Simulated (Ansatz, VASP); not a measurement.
BaAs7 in VASP and in Ansatz

```
CELL_PARAMETERS angstrom
0.00000 4.46508 4.46508
4.46508 0.00000 4.46508
4.46508 4.46508 0.00000
ATOMIC_POSITIONS crystal
Ba 0.00000 0.00000 0.00000
As 0.50000 0.50000 0.50000
As 0.50000 0.00000 0.00000
As 0.50000 0.00000 0.50000
As 0.00000 0.50000 0.50000
As 0.00000 0.50000 0.00000
As 0.50000 0.50000 0.00000
As 0.00000 0.00000 0.50000
```

Change from the starting cell: species swapped into the CuPt7 type (Fm-3m, No. 225).

Alike in both runs: task relaxation of cell and atoms; functional PBE; k mesh 8 × 8 × 8; occupations gaussian, width 0.1 eV; no spin polarisation.

```csv
,VASP,Ansatz
version,VASP 6.6.1,Ansatz 0.2.0
potentials or method,"VASP PAW PBE potentials, release 64 (Ba_sv, As), cutoff 600 eV","scalar-relativistic, plane waves, PAW"
valence electrons in the cell,45,115
```

Ansatz gave:

| Item | Value |
| --- | --- |
| gap on the k mesh at the Fermi level, each at its own relaxed structure (eV) | none |
| relaxed volume (Å³/atom) | 22.04 |
| relaxed length of the cell vector where the two differ most in proportion (Å) | 6.294 |

Task: Estimate VASP's values.

Result: gap on the k mesh at the Fermi level, each at its own relaxed structure (eV): none; relaxed volume (Å³/atom): 22.25; relaxed length of the cell vector where the two differ most in proportion (Å): 6.315.

A gap of «none» marks a metal or a gap that the smearing closes. VASP's potentials hold 45 valence electrons a cell and Ansatz's 115, so a difference there can come from the potentials and not from the codes.

Neither program's run includes spin-orbit coupling. Noted on VASP's run: the relaxation stopped at its first step, so nothing moved.
